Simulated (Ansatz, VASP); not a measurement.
## Two plane-wave programs on GaSb

The input INCAR:

```
ALGO     = Normal         # electronic algorithm
EDIFF    = 1E-7           # SCF threshold, eV
EDIFFG   = -0.04          # ionic threshold
ENCUT    = 600            # plane-wave cutoff, eV
GGA      = PE             # functional
IBRION   = 2              # ionic algorithm
ISIF     = 3              # what is computed and relaxed
ISMEAR   = 0              # smearing method
LASPH    = True           # aspherical terms in the spheres
LCHARG   = False          # write CHGCAR
LREAL    = False          # projectors in reciprocal space
LWAVE    = False          # write WAVECAR
NELM     = 60             # most SCF steps
NSW      = 90             # ionic steps
PREC     = Accurate       # precision mode
SIGMA    = 0.1            # smearing width, eV
```

The input KPOINTS:

```
k-points
0
Gamma
  6 6 6
```

The input POSCAR:

```
GaSb
1.0
   -1.7204873135      2.4340002561      2.8846343785
    1.7204873135     -2.4340002561      2.8846343785
    1.7204873135      2.4340002561     -2.8846343785
Ga Sb
1 1
Direct
    0.5000000000      0.5000000000      0.0000000000
    0.0000000000      0.0000000000      0.0000000000
```

Input for Ansatz:

```yaml
crystal:
  lattice:
    - [-1.7204873135, 2.4340002561, 2.8846343785]
    - [1.7204873135, -2.4340002561, 2.8846343785]
    - [1.7204873135, 2.4340002561, -2.8846343785]
  atoms:
    - { symbol: Ga, position: [0.5, 0.5, 0.0] }
    - { symbol: Sb, position: [0.0, 0.0, 0.0] }
basis:
  ecutwfc: 420
kpoints:
  mp_grid: { grid: [6, 6, 6] }
hamiltonian:
  xc: pbe
scf:
  occupations: { method: gaussian, width: 0.1 }
  lower_state_search: "off"
output:
  forces: true
  stress: true
  eigenvalues: true
relax:
  adjacent_minimum: "off"
  f_tol: 0.04
  max_steps: 70
  cell: { stress_tol: 0.4 }
```

Alike in both runs: task relaxation of cell and atoms; functional PBE; k mesh 6 × 6 × 6; occupations gaussian, width 0.1 eV; no spin polarisation.

|  | VASP | Ansatz |
| --- | --- | --- |
| version | VASP 6.6.1 | Ansatz 0.2.0 |
| potentials or method | VASP PAW PBE potentials, release 64 (Ga_d, Sb), cutoff 600 eV | scalar-relativistic, plane waves, PAW |
| valence electrons in the cell | 18 | 28 |

```csv
,VASP,Ansatz,Ansatz less VASP
"gap on the k mesh at the Fermi level, each at its own relaxed structure (eV)",none,none,-
relaxed volume (Å³/atom),23.89,23.96,+0.072
relaxed cell length with the largest relative difference (Å),4.119,4.125,+0.0063
```

A gap of «none» marks a metal or a gap that the smearing closes. VASP's potentials hold 18 valence electrons a cell and Ansatz's 28, so a difference there can come from the potentials and not from the codes.

The k mesh is coarse, so the values compare programs but aren't converged. Spin-orbit coupling is off throughout.
